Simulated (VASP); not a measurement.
Write the native input for VASP 6.6.1 that does the following.

```
Task                   : single point
Functional             : PBE
Potentials or basis    : VASP PAW PBE potentials, release 64 (Al, As)
Cutoff                 : 520 eV
k mesh                 : 6 × 6 × 4
Occupations            : gaussian, width 0.1 eV
Spin                   : no spin polarisation
Dipole correction      : no
Further INCAR settings : ALGO = Normal; EDIFF = 1e-06; NBANDS = 28
```

The structure of AlAs3 lies in POSCAR:

```
AlAs3
1.0
    5.2589334855      0.0000000000      0.0000000000
   -2.6294667427      4.5543699953      0.0000000000
    0.0000000000      0.0000000000      7.3017420019
Al As
2 6
Direct
    0.6666666667      0.3333333333      0.2500000000
    0.3333333333      0.6666666667      0.7500000000
    0.2751004903      0.2751004903      0.0000000000
    0.7248995097      0.7248995097      0.5000000000
    0.2751004903      0.0000000000      0.5000000000
    0.0000000000      0.7248995097      0.0000000000
    0.7248995097      0.0000000000      0.0000000000
    0.0000000000      0.2751004903      0.5000000000
```

The cell was built from a structure type or drawn by symmetry, and may not be a known phase.

These files were run (other wordings do the same):

INCAR

```
SYSTEM = AlAs3
ALGO = Normal
EDIFF = 1E-6
ENCUT = 520
GGA = PE
ISIF = 2
ISMEAR = 0
LASPH = .TRUE.
LCHARG = .FALSE.
LREAL = .FALSE.
LWAVE = .FALSE.
NBANDS = 28
NELM = 80
PREC = Accurate
SIGMA = 0.1
```

KPOINTS

```
k-points
0
G
  6 6 4
  0 0 0
```

Potentials or basis: VASP PAW PBE potentials, release 64 (Al, As).

Launch:

```sh
$ cat potpaw_PBE.64/Al/POTCAR potpaw_PBE.64/As/POTCAR > POTCAR
$ mpirun -np 1 vasp_std > vasp.out
```

Results of the run:

```yaml
Pressure: 0.4 GPa
Largest_force: 0.049 eV/Å
Band_gap_on_the_k_mesh: zero (bands 18 and 19 overlap by 0.65 eV)
```

Caveat: semilocal functionals underestimate gaps, so a narrow gap can read as zero.

Run time: 2.1 min on 1 thread of Intel Xeon 8259CL (shared host), peak memory 0.31 GiB.
